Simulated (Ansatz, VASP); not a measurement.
Two plane-wave programs on ZrTaTe4

```
CELL_PARAMETERS angstrom
3.83253 0.00000 0.00000
-1.91626 3.31906 0.00000
0.00000 0.00000 14.50821
ATOMIC_POSITIONS crystal
Ta 0.00000 0.00000 0.00000
Te 0.33333 0.66667 0.87803
Te 0.33333 0.66667 0.37132
Te 0.66667 0.33333 0.62868
Te 0.66667 0.33333 0.12197
Zr 0.00000 0.00000 0.50000
```

Alike in both runs: task single point; functional LDA; k mesh 6 × 6 × 2; occupations gaussian, width 0.05 eV; collinear spin; Hubbard terms Ta d U = 1.0 eV.

```csv
,VASP,Ansatz
version,VASP 6.6.1,Ansatz 0.2.0
potentials or method,"VASP PAW LDA potentials, release 64 (Ta_pv, Te, Zr_sv), cutoff 520 eV","scalar-relativistic, plane waves, PAW"
valence electrons in the cell,47,89
```

|  | VASP | Ansatz | Ansatz less VASP |
| --- | --- | --- | --- |
| gap on the k mesh at the Fermi level (eV) | none | none | - |
| pressure (GPa) | -4.2 | -4.4 | -0.28 |
| traceless stress, the component that is largest in VASP (GPa) | -0.48 | -0.58 | -0.098 |
| rms of the force components (eV/Å) | 0.186 | 0.219 | +0.0326 |
| net moment per atom (μB) | 0.00 | 0.00 | 0.000 |

LDA's correlation is that of Perdew and Zunger in VASP and of Perdew and Wang (1992) in Ansatz. The programs project onto different local orbitals, so the same U acts differently, and such runs can settle in different states. Atom by atom the forces differ by 0.036 eV/Å (rms over components). A gap of «none» marks a metal or a gap that the smearing closes. VASP's potentials hold 47 valence electrons a cell and Ansatz's 89, so a difference there can come from the potentials and not from the codes. Ansatz's warnings: filled band counts differ across k points, seeded moment not kept.

Spin-orbit coupling is off throughout.
